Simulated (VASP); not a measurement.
Write the native input for VASP 6.6.1 that does the following.

```
Task                   : single point
Functional             : LDA
Potentials or basis    : VASP PAW LDA potentials, release 64 (Mn_pv, Sb)
Cutoff                 : 520 eV
k mesh                 : 9 × 9 × 9
Occupations            : fermi-dirac, width 0.1 eV
Spin                   : collinear spin, ferromagnetic start
Starting moments       : [5.2, 0.0] μB
Dipole correction      : no
Further INCAR settings : ALGO = Normal; EDIFF = 1e-07; NBANDS = 20
```

The structure of MnSb lies in POSCAR:

```
MnSb
1.0
    0.0000000000      2.8317967442      2.8317967442
    2.8317967442      0.0000000000      2.8317967442
    2.8317967442      2.8317967442      0.0000000000
Mn Sb
1 1
Direct
    0.0000000000      0.0000000000      0.0000000000
    0.5000000000      0.5000000000      0.5000000000
```

These files were run (other wordings do the same):

INCAR

```
SYSTEM = MnSb
  PREC = Accurate
  ENCUT = 520
  EDIFF = 1E-7
  ISMEAR = -1
  SIGMA = 0.1
  LREAL = .False.
  LASPH = .True.
  NELM = 150
  ALGO = Normal
  ISIF = 2
  LWAVE = .False.
  LCHARG = .False.
  ISPIN = 2
  MAGMOM = 5.2 0
  LORBIT = 11
  LMAXMIX = 4
  GGA = CA
  NBANDS = 20
```

KPOINTS

```
Automatic mesh
0
Gamma
  9 9 9
  0 0 0
```

Potentials or basis: VASP PAW LDA potentials, release 64 (Mn_pv, Sb).

Launch:

```sh
$ cat potpaw_LDA.64/Mn_pv/POTCAR potpaw_LDA.64/Sb/POTCAR > POTCAR
$ mpirun -np 1 vasp_std > vasp.out
```

It gave:

| Property | Result |
| --- | --- |
| Pressure | -9.5 GPa |
| Net moment | 3.74 μB per cell |
| Site moments | Mn +3.63; Sb -0.09 μB |
| Valence electrons inside the program's atomic spheres | Mn 11.46; Sb 2.46 |

Caveat: the cell stands under tension; a cell with one magnetic atom can't hold antiferromagnetic order, which such compounds often take.

It took 100 s on 1 thread of Intel(R) Xeon(R) Platinum 8375C CPU @ 2.90GHz (Ice Lake) (shared host), peak memory 0.19 GiB.
